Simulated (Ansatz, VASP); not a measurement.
**One calculation of RuBrCl3, two programs**

```
Ru Br Cl
1.0
     4.78296    0.00000    0.00000
     0.00000    4.78296    0.00000
     0.00000    0.00000    4.78296
Ru Br Cl
1 1 3
Direct
  0.50000 0.50000 0.50000
  0.00000 0.00000 0.00000
  0.00000 0.50000 0.50000
  0.50000 0.00000 0.50000
  0.50000 0.50000 0.00000
```

Change from the starting cell: species swapped into the Yb3SnO type (Pm-3m, No. 221).

Alike in both runs: functional PBE; k mesh 4 × 4 × 4; occupations gaussian, width 0.1 eV; collinear spin.

Ansatz relaxed the structure, and its values are those at the end. VASP's run is a single point on that final structure, the one shown.

```csv
,VASP,Ansatz
version,VASP 6.6.1,Ansatz 0.2.0
potentials or method,"VASP PAW PBE potentials, release 64 (Ru_pv, Br, Cl), cutoff 520 eV","scalar-relativistic, plane waves, PAW"
valence electrons in the cell,42,44
```

|  | VASP | Ansatz | Ansatz less VASP |
| --- | --- | --- | --- |
| gap on the k mesh at the Fermi level (eV) | none | none | - |
| pressure (GPa) | -0.1 | 0.0 | +0.08 |
| net moment per atom (μB) | 0.22 | 0.22 | -0.002 |
| size of the moment on the site where the two differ most (μB) | 1.13 | 0.99 | -0.140 |

Site moments also hang on the region over which each program counts them. A gap of «none» marks a metal or a gap that the smearing closes. With one functional, cell and mesh, what is left measures potentials, basis and numerics. VASP's potentials hold 42 valence electrons a cell and Ansatz's 44, so a difference there can come from the potentials and not from the codes.
